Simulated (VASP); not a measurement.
# AlN (P6_3mc) in VASP: notebook, part 2 of 3

VASP 6.6.1. The steps go on from the part before.

## Step 3: Electric field gradients, PBEsol (volume scaled by 1.02)

Contents of INCAR:

```
SYSTEM = AlN
PREC = Accurate ; ENCUT = 520
EDIFF = 1E-8 ; ISMEAR = -1
SIGMA = 0.03 ; LREAL = .False.
LASPH = .True. ; NELM = 80
ALGO = Normal ; ISIF = 2
LWAVE = .False. ; LCHARG = .False.
GGA = PS ; LEFG = .True.
NBANDS = 16
```

Contents of KPOINTS:

```
Automatic mesh
0
Gamma
  10 10 6
  0 0 0
```

Contents of POSCAR:

```
AlN
1.0
    3.1316054153      0.0000000000      0.0000000000
   -1.5658027076      2.7120498443      0.0000000000
    0.0000000000      0.0000000000      5.0109678482
Al N
2 2
Direct
    0.3333333333      0.6666666667      0.0000000000
    0.6666666667      0.3333333333      0.5000000000
    0.3333333333      0.6666666667      0.3850000000
    0.6666666667      0.3333333333      0.8850000000
```

Potentials or basis: VASP PAW PBE potentials, release 64 (Al, N).

Command:

```console
$ cat potpaw_PBE.64/Al/POTCAR potpaw_PBE.64/N/POTCAR > POTCAR
$ mpirun -np 1 vasp_std > vasp.out
```

OUTCAR:

```text
SYSTEM = AlN
   PREC = Accurate
   ENCUT = 520
   EDIFF = 1E-8
   ISMEAR = -1
   LREAL = .False.
   LASPH = .True.
   NELM = 80
   ISIF = 2
   GGA = PS

 ion  position               nearest neighbor table
   1  0.333  0.667  0.000-   4 1.90   4 1.90   4 1.90   3 1.93   2 3.09   2 3.09   2 3.09   2 3.09
                             2 3.09   2 3.09
   2  0.667  0.333  0.500-   3 1.90   3 1.90   3 1.90   4 1.93   1 3.09   1 3.09   1 3.09   1 3.09
                             1 3.09   1 3.09
   3  0.333  0.667  0.385-   2 1.90   2 1.90   2 1.90   1 1.93
   4  0.667  0.333  0.885-   1 1.90   1 1.90   1 1.90   2 1.93

  LATTYP: Found a hexagonal cell.
 ALAT       =     3.1316054153
 C/A-ratio  =     1.6001274694
[... 689 lines left out ...]
---------------------------------------------------------------------
   1      -4.153    -4.153     8.306     0.000     0.000    -0.000
   2      -4.153    -4.153     8.306     0.000    -0.000     0.000
   3      -0.270    -0.271     0.541    -0.001     0.000    -0.000
   4      -0.270    -0.271     0.541    -0.001    -0.000     0.000
---------------------------------------------------------------------

 Electric field gradients after diagonalization (V/A^2)
 (convention: |V_zz| > |V_xx| > |V_yy|)
----------------------------------------------------------------------
 ion       V_xx      V_yy      V_zz     asymmetry (V_yy - V_xx)/ V_zz
----------------------------------------------------------------------
   1      -4.153    -4.153     8.306       0.000
   2      -4.153    -4.153     8.306       0.000
   3      -0.271    -0.270     0.541       0.002
   4      -0.271    -0.270     0.541       0.002
----------------------------------------------------------------------

           NMR quadrupolar parameters

 Cq : quadrupolar parameter    Cq=e*Q*V_zz/h
 eta: asymmetry parameters     (V_yy - V_xx)/ V_zz
 Q  : nuclear electric quadrupole moment in mb (millibarn)
----------------------------------------------------------------------
 ion       Cq(MHz)       eta       Q (mb)
----------------------------------------------------------------------
   1       0.020       0.000       1.000
   2       0.020       0.000       1.000
   3       0.001       0.002       1.000
   4       0.001       0.002       1.000
----------------------------------------------------------------------
```

OSZICAR:

```text
N       E                     dE             d eps       ncg     rms          rms(c)
DAV:   1     0.405595135147E+02    0.40560E+02   -0.72723E+03  1792   0.895E+02
DAV:   2    -0.320249496528E+02   -0.72584E+02   -0.66430E+02  2568   0.186E+02
DAV:   3    -0.356598508209E+02   -0.36349E+01   -0.36199E+01  2208   0.424E+01
DAV:   4    -0.356824516402E+02   -0.22601E-01   -0.22599E-01  2248   0.382E+00
DAV:   5    -0.356827367319E+02   -0.28509E-03   -0.28509E-03  2256   0.434E-01    0.116E+01
DAV:   6    -0.313518889855E+02    0.43308E+01   -0.95502E+00  2152   0.222E+01    0.413E+00
DAV:   7    -0.313398201946E+02    0.12069E-01   -0.59578E-01  1920   0.537E+00    0.287E+00
DAV:   8    -0.313071337682E+02    0.32686E-01   -0.73640E-02  1992   0.230E+00    0.624E-01
DAV:   9    -0.313021776283E+02    0.49561E-02   -0.12692E-02  2384   0.838E-01    0.254E-01
DAV:  10    -0.313025525408E+02   -0.37491E-03   -0.14718E-03  1928   0.249E-01    0.162E-01
DAV:  11    -0.313024746404E+02    0.77900E-04   -0.12186E-04  2064   0.807E-02    0.348E-02
DAV:  12    -0.313024736349E+02    0.10056E-05   -0.53310E-06  2056   0.198E-02    0.575E-03
DAV:  13    -0.313024731286E+02    0.50621E-06   -0.23641E-06  2224   0.114E-02    0.446E-03
DAV:  14    -0.313024731354E+02   -0.67657E-08   -0.17857E-07  2112   0.359E-03    0.128E-03
DAV:  15    -0.313024731688E+02   -0.33396E-07   -0.16015E-08  1696   0.958E-04    0.122E-04
DAV:  16    -0.313024731677E+02    0.11504E-08   -0.76127E-10  1016   0.305E-04
   1 F= -.31302473E+02 E0= -.31302473E+02  d E =-.314292E-11
```

Run time: 12 s. Hardware: 1 thread of Intel Xeon 6975P-C (Granite Rapids), shared host; peak memory 0.16 GiB.

What came out:

| Quantity | Value |
| --- | --- |
| Free energy | -31.3025 eV |
| Pressure | -3.4 GPa |
| Largest force | 0.177 eV/Å |
| Band gap on the k mesh | 3.92 eV, direct |

Forces in eV/Å, atoms in the order of the input:
```
Al   0.000  0.000  0.177
Al   0.000  0.000  0.177
N    0.000  0.000 -0.177
N    0.000  0.000 -0.177
```

Levels at points of the mesh, in eV from the valence-band top:
```tsv
k point	band 4	band 5	band 6	band 7	band 8	band 9	band 10	band 11	band 12	band 13
(0.00, 0.00, 0.00)	-0.94	-0.94	-0.29	-0.29	0.00	3.92	6.36	10.34	10.84	10.84
(0.50, 0.00, 0.00)	-4.22	-3.37	-2.16	-1.80	-0.76	5.57	5.61	7.87	9.97	10.65
(0.00, 0.00, 0.50)	-3.36	-0.62	-0.62	-0.62	-0.62	6.19	6.19	10.01	10.01	11.16
(0.50, 0.00, 0.50)	-5.64	-1.54	-1.54	-1.39	-1.39	5.08	5.08	8.95	8.95	11.47
```

Electric field gradients, principal values (V/Å²):
```tsv
atom	least	middle	greatest (by size)
1 Al	-4.153	-4.153	8.306
2 Al	-4.153	-4.153	8.306
3 N	-0.270	-0.271	0.541
4 N	-0.270	-0.271	0.541
```

Caveat: without QUAD_EFG the Cq values of the log hold for a quadrupole moment of 1 mb, not for the nuclei; the PAW data sets were made with another functional, which shifts forces and pressure a little.

## Step 4: Electric field gradients, PBEsol (volume scaled by 1.02)

Contents of INCAR:

```
PREC = Accurate ; ENCUT = 520
EDIFF = 1E-8 ; ISMEAR = -1
SIGMA = 0.03 ; LREAL = False
LASPH = True ; NELM = 80
ALGO = Normal ; ISIF = 2
LWAVE = False ; LCHARG = False
GGA = PS ; LEFG = True
NBANDS = 16
```

Contents of KPOINTS:

```
regular mesh
0
Gamma
  10 10 6
```

POSCAR is that of step 3.

Potentials or basis: VASP PAW PBE potentials, release 64 (Al, N).

Command:

```console
$ cat potpaw_PBE.64/Al/POTCAR potpaw_PBE.64/N/POTCAR > POTCAR
$ mpirun -np 1 vasp_std > vasp.out
```

OUTCAR:

```text
PREC = Accurate
   ENCUT = 520
   EDIFF = 1E-8
   ISMEAR = -1
   LREAL = False
   LASPH = True
   NELM = 80
   ISIF = 2
   GGA = PS

 ion  position               nearest neighbor table
   1  0.333  0.667  0.000-   4 1.90   4 1.90   4 1.90   3 1.93   2 3.09   2 3.09   2 3.09   2 3.09
                             2 3.09   2 3.09
   2  0.667  0.333  0.500-   3 1.90   3 1.90   3 1.90   4 1.93   1 3.09   1 3.09   1 3.09   1 3.09
                             1 3.09   1 3.09
   3  0.333  0.667  0.385-   2 1.90   2 1.90   2 1.90   1 1.93
   4  0.667  0.333  0.885-   1 1.90   1 1.90   1 1.90   2 1.93

  LATTYP: Found a hexagonal cell.
 ALAT       =     3.1316054153
 C/A-ratio  =     1.6001274694

  Lattice vectors:

 A1 = (   3.1316054153,   0.0000000000,   0.0000000000)
 A2 = (  -1.5658027076,   2.7120498443,   0.0000000000)
 A3 = (   0.0000000000,   0.0000000000,   5.0109678482)

Analysis of symmetry for initial positions (statically):
=====================================================================
 Subroutine PRICEL returns:
 Original cell was already a primitive cell.

 Routine SETGRP: Setting up the symmetry group for a
 hexagonal supercell.

 Subroutine GETGRP returns: Found 12 space group operations
 (whereof  6 operations were pure point group operations)
 out of a pool of 24 trial point group operations.

The static configuration has the point symmetry C_3v.
 The point group associated with its full space group is C_6v.

Analysis of symmetry for dynamics (positions and initial velocities):
=====================================================================
 Subroutine PRICEL returns:
 Original cell was already a primitive cell.

 Routine SETGRP: Setting up the symmetry group for a
 hexagonal supercell.

 Subroutine GETGRP returns: Found 12 space group operations
 (whereof  6 operations were pure point group operations)
 out of a pool of 24 trial point group operations.

The dynamic configuration has the point symmetry C_3v.
 The point group associated with its full space group is C_6v.

 Subroutine INISYM returns: Found 12 space group operations
 (whereof  6 operations are pure point group operations),
 and found     1 'primitive' translations

----------------------------------------------------------------------------------------

                                     Primitive cell

  volume of cell :      42.5585

  direct lattice vectors                    reciprocal lattice vectors
     3.131605415  0.000000000  0.000000000     0.319325032  0.184362393  0.000000000
    -1.565802708  2.712049844  0.000000000     0.000000000  0.368724787  0.000000000
     0.000000000  0.000000000  5.010967848     0.000000000  0.000000000  0.199562246

  length of vectors
     3.131605415  3.131605415  5.010967848     0.368724787  0.368724787  0.199562246

  position of ions in fractional coordinates (direct lattice)
     0.333333333  0.666666667  0.000000000
     0.666666667  0.333333333  0.500000000
     0.333333333  0.666666667  0.385000000
     0.666666667  0.333333333  0.885000000

  ion indices of the primitive-cell ions
   primitive index   ion index
                 1           1
[... 88 lines left out ...]
   EMIN   =  10.00;   EMAX   =-10.00  energy-range for DOS
   EFERMI =   0.00;   METHOD = LEGACY
   ISMEAR =    -1;   SIGMA  =   0.03  broadening in eV -4-tet -1-fermi 0-gaus
   EFERMI_NEDOS =   21; number of points for ismear=-14 and -15
   IALGO  =     38    algorithm
   IMIX   =      4    mixing-type and parameters
     AMIX     =   0.40;   BMIX     =  1.00
     AMIX_MAG =   1.60;   BMIX_MAG =  1.00
  volume/ion in A,a.u.               =      10.64        71.80
  Fermi-wavevector in a.u.,A,eV,Ry     =   1.181552  2.232809 18.994609  1.396064
  Thomas-Fermi vector in A             =   2.317823
   LORBIT       =      0    0 simple, 1 ext, 2 COOP (PROOUT), +10 PAW based schemes
   GGA     = PS    functional components
   LHFCALC =     F    Hartree Fock is set to
   AEXX    =    0.0000 exact exchange contribution
   IVDW    =     0    specifies the selected vdW correction
   LEPSILON=     F    determine dielectric tensor
   LRPA    =     F    only Hartree local field effects (RPA)
 non-spin polarized calculation
  energy-cutoff  :      520.00
  volume of cell :       42.56
 maximum number of plane-waves:      1170
 NGX is ok and might be reduce to    24
   NGX = 11   NGY = 11   NGZ = 19

 number of electron      15.9999999 magnetization

 Free energy of the ion-electron system (eV)
  ---------------------------------------------------
  ext. energy  EPLUGINS =         0.00000000
  ---------------------------------------------------
  free energy    TOTEN  =       -31.30247317 eV

  energy without entropy =      -31.30247317  energy(sigma->0) =      -31.30247317

 E-fermi :   6.5689     XC(G=0): -11.0257

 val. band max:        5.9379569146   @ k =   0.0000   0.0000   0.0000
 cond. band min:       9.8562780984   @ k =   0.0000   0.0000   0.0000
 fundamental gap:      3.9183211838
 Fermi energy:         6.5689359009

 k-point     1 :       0.0000    0.0000    0.0000
  band No.  band energies     occupation
      1      -9.1709      2.00000
      2      -7.0453      2.00000
      3      -0.0663      2.00000
      4       4.9975      2.00000
      5       4.9975      2.00000
      6       5.6483      2.00000
[... 433 lines left out ...]
      3       0.4835      2.00000
      4       1.4869      2.00000
      5       2.8410      2.00000
      6       3.5848      2.00000
[... 8 lines left out ...]
     15      18.1987      0.00000
     16      20.4695      0.00000

 [... further k-points ...]
[... 5 lines left out ...]
  --------------------------------------------------------------------------------------
  -------------------------------------------------------------------------------------
  Total       -0.7597978     -0.7597978     -1.1563235     -0.0000000      0.0000000      0.0000000
  in kB      -28.6037045    -28.6037045    -43.5314987     -0.0000000      0.0000000      0.0000000
  external PRESSURE =     -33.5796359 kB  Pullay stress =       0.0000000 kB

 VOLUME and BASIS-vectors are now :
 -----------------------------------------------------------------------------
  energy-cutoff  :      520.00
  volume of cell :       42.56
      direct lattice vectors                 reciprocal lattice vectors
     3.131605415  0.000000000  0.000000000     0.319325032  0.184362393  0.000000000
    -1.565802708  2.712049844  0.000000000     0.000000000  0.368724787  0.000000000
     0.000000000  0.000000000  5.010967848     0.000000000  0.000000000  0.199562246

 POSITION                                       TOTAL-FORCE (eV/Angst)
 -----------------------------------------------------------------------------------
     -0.00000      1.80803      0.00000         0.000000     -0.000000      0.176758
      1.56580      0.90402      2.50548        -0.000000      0.000000      0.176758
     -0.00000      1.80803      1.92922         0.000000      0.000000     -0.176758
      1.56580      0.90402      4.43471        -0.000000     -0.000000     -0.176758
 -----------------------------------------------------------------------------------
    total drift:                               -0.000000      0.000000      0.000665

  FREE ENERGIE OF THE ION-ELECTRON SYSTEM (eV)
  ---------------------------------------------------
  free  energy   TOTEN  =       -31.3024731677 eV

  energy  without entropy=      -31.3024731677  energy(sigma->0) =      -31.30247317

 Electric field gradients (V/A^2)
---------------------------------------------------------------------
 ion       V_xx      V_yy      V_zz      V_xy      V_xz      V_yz
---------------------------------------------------------------------
   1      -4.153    -4.153     8.306     0.000     0.000    -0.000
   2      -4.153    -4.153     8.306     0.000    -0.000     0.000
   3      -0.270    -0.271     0.541    -0.001     0.000    -0.000
   4      -0.270    -0.271     0.541    -0.001    -0.000     0.000
---------------------------------------------------------------------

 Electric field gradients after diagonalization (V/A^2)
 (convention: |V_zz| > |V_xx| > |V_yy|)
----------------------------------------------------------------------
 ion       V_xx      V_yy      V_zz     asymmetry (V_yy - V_xx)/ V_zz
----------------------------------------------------------------------
   1      -4.153    -4.153     8.306       0.000
   2      -4.153    -4.153     8.306       0.000
   3      -0.271    -0.270     0.541       0.002
   4      -0.271    -0.270     0.541       0.002
----------------------------------------------------------------------

           NMR quadrupolar parameters

 Cq : quadrupolar parameter    Cq=e*Q*V_zz/h
 eta: asymmetry parameters     (V_yy - V_xx)/ V_zz
 Q  : nuclear electric quadrupole moment in mb (millibarn)
----------------------------------------------------------------------
 ion       Cq(MHz)       eta       Q (mb)
----------------------------------------------------------------------
   1       0.020       0.000       1.000
   2       0.020       0.000       1.000
   3       0.001       0.002       1.000
   4       0.001       0.002       1.000
----------------------------------------------------------------------
```

Run time: 12 s. Hardware: 1 thread of Intel Xeon 6975P-C (Granite Rapids), shared host; peak memory 0.16 GiB.

Results:

```yaml
Free_energy: -31.3025 eV
Pressure: -3.4 GPa
Largest_force: 0.177 eV/Å
Band_gap_on_the_k_mesh: 3.92 eV, direct
```

Forces on the atoms (eV/Å):
```
Al   0.000  0.000  0.177
Al   0.000  0.000  0.177
N    0.000  0.000 -0.177
N    0.000  0.000 -0.177
```

Stress tensor (GPa, compression positive):
```
-2.86  0.00  0.00
 0.00 -2.86  0.00
 0.00  0.00 -4.35
```

Electric field gradients, principal values (V/Å²):
```csv
atom,least,middle,greatest (by size)
1 Al,-4.153,-4.153,8.306
2 Al,-4.153,-4.153,8.306
3 N,-0.270,-0.271,0.541
4 N,-0.270,-0.271,0.541
```

Caveat: without QUAD_EFG the Cq values of the log hold for a quadrupole moment of 1 mb, not for the nuclei; the PAW data sets were made with another functional, which shifts forces and pressure a little.

(Continued in part 3 of 3.)
